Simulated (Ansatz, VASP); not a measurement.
**In: VASP beside Ansatz**

```
In
1.0
    -1.59295    1.59295    2.42345
     1.59295   -1.59295    2.42345
     1.59295    1.59295   -2.42345
In
1
Direct
  0.00000 0.00000 0.00000
```

Change from the starting cell: volume scaled by 0.94, PAW files.

Alike in both runs: task electric field gradients; functional LDA; k mesh 14 × 14 × 14; occupations fermi-dirac, width 0.05 eV; no spin polarisation.

|  | VASP | Ansatz |
| --- | --- | --- |
| version | VASP 6.6.1 | Ansatz 0.2.0 |
| potentials or method | VASP PAW LDA potentials, release 64 (In_d) | PAW with Ansatz's default frozen-core files, scalar-relativistic |
| plane-wave cutoff (eV) | 520 | 420 |
| valence electrons in the cell | 13 | 13 |

|  | VASP | Ansatz | Ansatz less VASP |
| --- | --- | --- | --- |
| pressure (GPa) | 0.0 | 0.0 | -0.03 |
| traceless stress, the component that is largest in VASP (GPa) | 0.40 | 0.39 | -0.008 |
| size of Vzz on the site where it differs most (V/Å²) | 23.7 | 23.6 | -0.10 |

LDA's correlation is that of Perdew and Zunger in VASP and of Perdew and Wang (1992) in Ansatz.
